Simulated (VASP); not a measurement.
A run of VASP 6.6.1 is set up as follows.

Contents of INCAR:

```
SYSTEM = MgI2
  PREC = Accurate
  ENCUT = 520
  EDIFF = 1E-7
  ISMEAR = 0
  SIGMA = 0.05
  LREAL = .FALSE.
  LASPH = .TRUE.
  NELM = 80
  ALGO = Normal
  ISIF = 2
  LWAVE = .FALSE.
  LCHARG = .FALSE.
  GGA = PE
  NBANDS = 15
```

File KPOINTS:

```
regular mesh
0
G
  6 6 4
  0 0 0
```

File POSCAR:

```
MgI2
1.0
    4.1846439568      0.0000000000      0.0000000000
   -2.0923219784      3.6240079724      0.0000000000
    0.0000000000      0.0000000000      7.7698369697
Mg I
1 2
Direct
    0.0000000000      0.0000000000      0.0000000000
    0.3333333333      0.6666666667      0.7743456377
    0.6666666667      0.3333333333      0.2256543623
```

Potentials or basis: VASP PAW PBE potentials, release 64 (Mg, I).

Launch:

```console
$ cat potpaw_PBE.64/Mg/POTCAR potpaw_PBE.64/I/POTCAR > POTCAR
$ mpirun -np 1 vasp_std > vasp.out
```

(1) What does it give for the largest force?

(2) Predict the pressure.

Results:

(1) 0.343 eV/Å.

(2) -0.8 GPa.

Caveat: this functional lacks dispersion, which binds the layers, so the pressure and a relaxed spacing across them are unreliable.
